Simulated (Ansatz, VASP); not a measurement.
**P in VASP and in Ansatz**

The input POSCAR:

```
P
1.0
    1.6477431241     -5.4650377251      0.0000000000
    1.6477431241      5.4650377251      0.0000000000
    0.0000000000      0.0000000000      4.5436355900
P
4
Direct
    0.9041431300      0.0958568700      0.5888151700
    0.0958568700      0.9041431300      0.4111848300
    0.5958568700      0.4041431300      0.0888151700
    0.4041431300      0.5958568700      0.9111848300
```

File INCAR.step1:

```
ALGO = Normal
EDIFF = 1E-5
ENCUT = 400
GGA = PE
GGA_COMPAT = F
ISIF = 2
ISMEAR = -1
LASPH = T
LREAL = F
LWAVE = T
NBANDS = 18
NELM = 120
PREC = Accurate
SIGMA = 0.05
```

The input INCAR.step2:

```
AEXX = 0.25
ALGO = Normal
EDIFF = 1E-6
ENCUT = 400
GGA = PE
GGA_COMPAT = F
HFSCREEN = 0.3
ISIF = 2
ISMEAR = -1
ISTART = 1
LASPH = T
LCHARG = T
LELF = T
LHFCALC = T
LREAL = F
LVHAR = T
LWAVE = F
NBANDS = 18
NELM = 120
PREC = Accurate
PRECFOCK = Normal
SIGMA = 0.05
```

The input KPOINTS:

```
k-points
0
Gamma
  4 4 3
```

input.yaml

```yaml
crystal:
  lattice:
    - [1.6477431241, -5.4650377251, 0.0]
    - [1.6477431241, 5.4650377251, 0.0]
    - [0.0, 0.0, 4.54363559]
  atoms:
    - { symbol: P, position: [0.90414313, 0.09585687, 0.58881517] }
    - { symbol: P, position: [0.09585687, 0.90414313, 0.41118483] }
    - { symbol: P, position: [0.59585687, 0.40414313, 0.08881517] }
    - { symbol: P, position: [0.40414313, 0.59585687, 0.91118483] }
hamiltonian:
  xc: { exchange: pbe, correlation: pbe, exx: { coeff: 0.25, omega: 0.3 } }
  pseudopotentials: { kind: paw }
kpoints:
  mp_grid: { grid: [4, 4, 3] }
  band_path:
    path:
      - [[0.0, 0.0, 0.0], [0.2727265073, 0.2727265073, 0.0], [0.0, 0.5, 0.0], [0.0, 0.5, 0.5], [0.2727265073, 0.2727265073, 0.5], [0.0, 0.0, 0.5], [0.0, 0.0, 0.0], [-0.5, 0.5, 0.0], [-0.2727265073, 0.7272734927, 0.0], [-0.2727265073, 0.7272734927, 0.5], [-0.5, 0.5, 0.5], [-0.5, 0.5, 0.0]]
      - [[0.0, 0.0, 0.5], [-0.5, 0.5, 0.5]]
    npoints: 4
scf:
  occupations: { method: fermi_dirac, width: 0.05 }
  n_extra_bands: 10
output:
  forces: true
  stress: true
  eigenvalues: true
  fatbands: false
```

Alike in both runs: functional PBE-based screened hybrid with a share of 0.25 of exact exchange and HFSCREEN = 0.3; k mesh 4 × 4 × 3; occupations fermi-dirac, width 0.05 eV; no spin polarisation.

```csv
,VASP,Ansatz
version,VASP 6.6.1,Ansatz 0.2.0
potentials or method,"VASP PAW PBE potentials, release 64 (P)",Ansatz PAW
plane-wave cutoff (eV),400,420
valence electrons in the cell,20,20
task,single point,band structure
```

Ansatz gave:

| Quantity | Value |
| --- | --- |
| gap on the k mesh at the Fermi level (eV) | 0.53 |
| least direct gap on the mesh (eV) | 0.53 |
| pressure (GPa) | 0.3 |
| traceless stress, the component that is largest in VASP (GPa) | 1.30 |
| rms of the force components (eV/Å) | 0.093 |

**Question.** What did VASP give for the same quantities?

**Answer.** gap on the k mesh at the Fermi level (eV): 0.55; least direct gap on the mesh (eV): 0.55; pressure (GPa): -0.3; traceless stress, the component that is largest in VASP (GPa): 1.23; rms of the force components (eV/Å): 0.104.

VASP's potentials were made for PBE, not for PBE-based screened hybrid. Atom by atom the forces differ by 0.047 eV/Å (rms over components).

The k mesh is coarse, so the values compare programs but aren't converged.
